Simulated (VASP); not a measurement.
Wanted: the native input for a VASP 6.6.1 run.

```
Task                   : relaxation of cell and atoms
Functional             : PBE
Potentials or basis    : VASP PAW PBE potentials, release 64 (Al, N)
Cutoff                 : 600 eV
k mesh                 : 10 × 10 × 10
Occupations            : fermi-dirac, width 0.02 eV
Spin                   : no spin polarisation
Dipole correction      : no
Further INCAR settings : ALGO = Normal; EDIFF = 1e-06; IBRION = 2; EDIFFG = -0.005; NSW = 80; ISIF = 3
```

The structure of AlN lies in POSCAR:

```
AlN
1.0
    0.0000000000      2.0684150744      2.0684150744
    2.0684150744      0.0000000000      2.0684150744
    2.0684150744      2.0684150744      0.0000000000
Al N
1 1
Direct
    0.0000000000      0.0000000000      0.0000000000
    0.2500000000      0.2500000000      0.2500000000
```

One way to write it, as run:

INCAR

```
SYSTEM = AlN
  PREC = Accurate
  ENCUT = 600
  EDIFF = 1E-6
  ISMEAR = -1
  SIGMA = 0.02
  LREAL = .FALSE.
  LASPH = .TRUE.
  NELM = 60
  ALGO = Normal
  ISIF = 3
  LWAVE = .FALSE.
  LCHARG = .FALSE.
  GGA = PE
  IBRION = 2
  NSW = 80
  EDIFFG = -0.005
```

KPOINTS

```
regular mesh
0
G
  10 10 10
  0 0 0
```

Potentials or basis: VASP PAW PBE potentials, release 64 (Al, N).

Run with:

```sh
$ cat potpaw_PBE.64/Al/POTCAR potpaw_PBE.64/N/POTCAR > POTCAR
$ mpirun -np 1 vasp_std > vasp.out
```

It gave:

```json
{"Relaxed volume": "10.65 Å³/atom", "Relaxed cell": "a = 3.112 Å, b = 3.112 Å, c = 3.112 Å, α = 60.00°, β = 60.00°, γ = 60.00°", "Space group after relaxing (to 0.05 Å)": "F-43m (No. 216)", "Energy gained by relaxing": "250.3 meV/atom", "Ionic steps": "18", "Pressure after relaxing": "0.0 GPa", "Band gap on the k mesh": "3.31 eV, indirect (least direct gap 4.00 eV)"}
```

Caveat: the volume moved by over 15 % at a fixed basis, so the end points are rough.

It took 62 s on 1 thread of Intel Xeon 8259CL (shared host), peak memory 0.14 GiB.
